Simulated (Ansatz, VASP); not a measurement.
# BN: VASP beside Ansatz

```
CELL_PARAMETERS angstrom
0.00000 1.81233 1.81233
1.81233 0.00000 1.81233
1.81233 1.81233 0.00000
ATOMIC_POSITIONS crystal
B 0.00000 0.00000 0.00000
N 0.75000 0.75000 0.75000
```

Alike in both runs: functional PBE; k mesh 12 × 12 × 12; occupations gaussian, width 0.02 eV; no spin polarisation.

Ansatz relaxed the structure, and its values are those at the end. VASP's run is a single point on that final structure, the one shown.

```csv
,VASP,Ansatz
version,VASP 6.6.1,Ansatz 0.2.0
potentials or method,"VASP PAW PBE potentials, release 64 (B, N), cutoff 600 eV","scalar-relativistic, plane waves, PAW"
valence electrons in the cell,8,8
```

Ansatz gave:

- gap on the k mesh at the Fermi level (eV): 4.46
- least direct gap on the mesh (eV): 8.79
- pressure (GPa): 0.0

**Question.** Estimate VASP's values.

**Answer.** gap on the k mesh at the Fermi level (eV): 4.45; least direct gap on the mesh (eV): 8.78; pressure (GPa): 0.0.

With one functional, cell and mesh, what is left measures potentials, basis and numerics.
